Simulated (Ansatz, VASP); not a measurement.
CaO in VASP and in Ansatz

```
Ca O
1.0
     0.00000    2.32325    2.32325
     2.32325    0.00000    2.32325
     2.32325    2.32325    0.00000
Ca O
1 1
Direct
  0.00000 0.00000 0.00000
  0.50000 0.50000 0.50000
```

Alike in both runs: task single point; functional r2SCAN; k mesh 8 × 8 × 8; occupations gaussian, width 0.02 eV; no spin polarisation.

|  | VASP | Ansatz |
| --- | --- | --- |
| version | VASP 6.6.1 | Ansatz 0.2.0 |
| potentials or method | VASP PAW PBE potentials, release 64 (Ca_sv, O_h), cutoff 910 eV | scalar-relativistic, plane waves, PAW |
| valence electrons in the cell | 16 | 16 |

```csv
,VASP,Ansatz,Ansatz less VASP
gap on the k mesh at the Fermi level (eV),4.14,4.15,+0.013
least direct gap on the mesh (eV),4.48,4.50,+0.016
```

VASP's potentials were made for PBE, not for r2SCAN.

Noted on VASP's run: the cutoff is short for stress, so the pressure is rough.
